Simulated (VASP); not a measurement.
# Al (P6_3/mmc) in VASP: notebook, part 2 of 2

VASP 6.6.1. The steps go on from the part before.

**3. Single point, PBE+D3(BJ) (biaxial strain in the a-b plane: +3.0 %, then relaxed in part)**

Contents of INCAR:

```
SYSTEM = Al
PREC     = Accurate       ! precision mode
ENCUT    = 520            ! plane-wave cutoff, eV
EDIFF    = 1E-6           ! SCF threshold, eV
ISMEAR   = 0              ! smearing method
SIGMA    = 0.1            ! smearing width, eV
LREAL    = .False.        ! projectors in reciprocal space
LASPH    = .True.         ! aspherical terms in the spheres
NELM     = 100            ! most SCF steps
ALGO     = Normal         ! electronic algorithm
ISIF     = 2              ! what is computed and relaxed
LWAVE    = .False.        ! write WAVECAR
LCHARG   = .False.        ! write CHGCAR
GGA      = PE             ! functional
IVDW     = 12             ! dispersion correction
NBANDS   = 10             ! bands
```

Contents of KPOINTS:

```
Automatic mesh
0
Gamma
  24 24 12
  0 0 0
```

Contents of POSCAR:

```
Al
1.0
    2.8879383550      0.0000000000      0.0000000000
   -1.4439691775      2.5010279800      0.0000000000
    0.0000000000      0.0000000000      4.5400559202
Al
2
Direct
    0.6666666667      0.3333333333      0.7500000000
    0.3333333333      0.6666666667      0.2500000000
```

Potentials or basis: VASP PAW PBE potentials, release 64 (Al).

On the command line:

```console
cat potpaw_PBE.64/Al/POTCAR > POTCAR
mpirun -np 1 vasp_std > vasp.out
```

Run time: 56 s. Hardware: 1 thread of Intel Xeon Platinum 8375C at 2.90GHz (Ice Lake), shared host; peak memory 0.24 GiB.

It converged, with:

- Free energy: -8.0920 eV
- Pressure: -2.2 GPa
- Band gap on the k mesh: zero (band 3 reaches 12.81 eV, above the bottom of band 4 at 4.77 eV)
- Dispersion energy per atom: -0.338 eV

Stress tensor (GPa, compression positive):
```
-3.25  0.00  0.00
 0.00 -3.25  0.00
 0.00  0.00 -0.04
```

Levels at points of the mesh, in eV from the Fermi level:
```
           k point  band 1  band 2  band 3  band 4  band 5  band 6  band 7  band 8
(0.00, 0.00, 0.00)  -11.17   -4.39   -3.90   10.01   10.01   10.55   10.55   12.47
(0.50, 0.00, 0.00)   -5.51   -5.25    0.65    1.53    1.59    2.06    5.18    7.02
(0.00, 0.00, 0.50)   -9.38   -9.38    4.20    4.20   11.38   11.38   11.38   11.38
(0.50, 0.00, 0.50)   -3.99   -3.99   -3.28   -3.28    6.72    6.72    7.61    7.61
```

Caveat: the cell differs from its parent crystal (biaxial strain in the a-b plane: +3.0 %, then relaxed in part); pairwise dispersion overbinds metals, which lowers pressure and volume.

**4. Single point, PBE+D3(BJ) (biaxial strain in the a-b plane: +3.0 %)**

Contents of INCAR:

```
SYSTEM = Al
PREC = Accurate ; ENCUT = 520
EDIFF = 1E-6 ; ISMEAR = 0
SIGMA = 0.1 ; LREAL = .FALSE.
LASPH = .TRUE. ; NELM = 100
ALGO = Normal ; ISIF = 2
LWAVE = .FALSE. ; LCHARG = .FALSE.
GGA = PE ; IVDW = 12
NBANDS = 10
```

Contents of KPOINTS:

```
regular mesh
0
G
  24 24 12
  0 0 0
```

POSCAR, as its differences from that of step 3:

```diff
@@ -4,3 +4,3 @@
    -1.4439691775      2.5010279800      0.0000000000
-    0.0000000000      0.0000000000      4.5400559202
+    0.0000000000      0.0000000000      4.5922232275
 Al
```

Potentials or basis: VASP PAW PBE potentials, release 64 (Al).

On the command line:

```console
cat potpaw_PBE.64/Al/POTCAR > POTCAR
mpirun -np 1 vasp_std > vasp.out
```

OUTCAR:

```text
SYSTEM = Al
   PREC = Accurate
   ENCUT = 520
   EDIFF = 1E-6
   ISMEAR = 0
   LREAL = .FALSE.
   LASPH = .TRUE.
   NELM = 100
   ISIF = 2
   GGA = PE
   IVDW = 12
 IVDW          = 12

 ion  position               nearest neighbor table
   1  0.667  0.333  0.750-   2 2.84   2 2.84   2 2.84   2 2.84   2 2.84   2 2.84
   2  0.333  0.667  0.250-   1 2.84   1 2.84   1 2.84   1 2.84   1 2.84   1 2.84

  LATTYP: Found a hexagonal cell.
 ALAT       =     2.8879383550
 C/A-ratio  =     1.5901389375

  Lattice vectors:
[... 504 lines left out ...]

 Edisp (eV)   -0.66896

 E8    (eV) :    -0.2991

  FORCE on cell =-STRESS in cart. coord.  units (eV):
  Direction    XX          YY          ZZ          XY          YZ          ZX
  --------------------------------------------------------------------------------------
  -------------------------------------------------------------------------------------
  Total      -0.83991    -0.83991    -0.22300     0.00000    -0.00000     0.00000
  in kB     -40.57095   -40.57095   -10.77198     0.00000    -0.00000     0.00000
  external pressure =      -30.64 kB  Pullay stress =        0.00 kB

 VOLUME and BASIS-vectors are now :
 -----------------------------------------------------------------------------
  energy-cutoff  :      520.00
  volume of cell :       33.17
      direct lattice vectors                 reciprocal lattice vectors
     2.887938355  0.000000000  0.000000000     0.346267779  0.199917795  0.000000000
    -1.443969178  2.501027980  0.000000000     0.000000000  0.399835591  0.000000000
     0.000000000  0.000000000  4.592223227     0.000000000  0.000000000  0.217759449

 POSITION                                       TOTAL-FORCE (eV/Angst)
 -----------------------------------------------------------------------------------
      1.44397      0.83368      3.44417        -0.000000     -0.000000      0.000000
     -0.00000      1.66735      1.14806         0.000000      0.000000      0.000000
 -----------------------------------------------------------------------------------
    total drift:                                0.000000     -0.000000      0.000000

  FREE ENERGIE OF THE ION-ELECTRON SYSTEM (eV)
  ---------------------------------------------------
  free  energy   TOTEN  =        -8.0906559772 eV

  energy  without entropy=       -8.0855540763  energy(sigma->0) =       -8.08810503
```

OSZICAR:

```text
N       E                     dE             d eps       ncg     rms          rms(c)
DAV:   1    -0.472488817344E-01   -0.47249E-01   -0.23030E+03  8548   0.473E+02
DAV:   2    -0.730700979929E+01   -0.72598E+01   -0.69812E+01 11236   0.544E+01
DAV:   3    -0.746993685682E+01   -0.16293E+00   -0.16130E+00 11246   0.651E+00
DAV:   4    -0.747063722781E+01   -0.70037E-03   -0.70021E-03 10244   0.485E-01
DAV:   5    -0.747064316601E+01   -0.59382E-05   -0.59387E-05 10450   0.450E-02    0.180E+00
DAV:   6    -0.744202651980E+01    0.28617E-01   -0.34045E-03  9550   0.317E-01    0.104E+00
DAV:   7    -0.742177835445E+01    0.20248E-01   -0.97507E-03  9130   0.500E-01    0.174E-01
DAV:   8    -0.742169587212E+01    0.82482E-04   -0.83869E-05 11906   0.548E-02    0.139E-02
DAV:   9    -0.742169244506E+01    0.34271E-05   -0.17814E-06  9888   0.678E-03    0.179E-03
DAV:  10    -0.742169140660E+01    0.10385E-05   -0.42383E-08  5514   0.107E-03    0.525E-04
DAV:  11    -0.742169137536E+01    0.31233E-07   -0.29478E-09  4866   0.370E-04
   1 F= -.80906560E+01 E0= -.80881050E+01  d E =-.510190E-02
```

Run time: 64 s. Hardware: 1 thread of Intel Xeon Platinum 8375C at 2.90GHz (Ice Lake), shared host; peak memory 0.25 GiB.

What came out:

```yaml
Free_energy: -8.0907 eV
Pressure: -3.1 GPa
Band_gap_on_the_k_mesh: zero (band 3 reaches 12.53 eV, above the bottom of band 4 at 4.69 eV)
Dispersion_energy_per_atom: -0.334 eV
```

Caveat: the cell differs from its parent crystal (biaxial strain in the a-b plane: +3.0 %); pairwise dispersion overbinds metals, which lowers pressure and volume.

**5. Overview**

| cell | gap on the mesh (eV) | pressure (GPa) |
| --- | --- | --- |
| a = 2.860, b = 2.860, c = 4.620 Å, angles 90.0, 90.0, 120.0°, 2 atoms | none | -2.2 |
| a = 2.888, b = 2.888, c = 4.540 Å, angles 90.0, 90.0, 120.0°, 2 atoms | none | -2.2 |
| a = 2.888, b = 2.888, c = 4.592 Å, angles 90.0, 90.0, 120.0°, 2 atoms | none | -3.1 |

Alike in all rows: task single point; level PBE+D3(BJ); potentials or basis VASP PAW PBE potentials, release 64 (Al); no spin polarisation; k mesh 24 × 24 × 12; cutoff (eV) 520; smearing gaussian 0.1 eV.

Caveats: pairwise dispersion overbinds metals, which lowers pressure and volume.

Total energies depend on the potentials used, so only differences within one code and one set of settings carry meaning.
